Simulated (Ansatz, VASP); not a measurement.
## Two plane-wave programs on Zn

```
Zn
1.0
     0.00000    1.92879    1.92879
     1.92879    0.00000    1.92879
     1.92879    1.92879    0.00000
Zn
1
Cartesian
  0.0000 0.0000 0.0000
```

Alike in both runs: task single point; functional PBE; k mesh 22 × 22 × 22; occupations gaussian, width 0.15 eV; no spin polarisation.

|  | VASP | Ansatz |
| --- | --- | --- |
| version | VASP 6.6.1 | Ansatz 0.2.0 |
| potentials or method | VASP PAW PBE potentials, release 64 (Zn), cutoff 520 eV | scalar-relativistic, plane waves, PAW |
| valence electrons in the cell | 12 | 12 |

Ansatz gave:

```
gap on the k mesh at the Fermi level (eV) : none
pressure (GPa)                            : 4.3
```

**Question.** Estimate VASP's values.

**Answer.** gap on the k mesh at the Fermi level (eV): none; pressure (GPa): 4.8.

A gap of «none» marks a metal or a gap that the smearing closes.
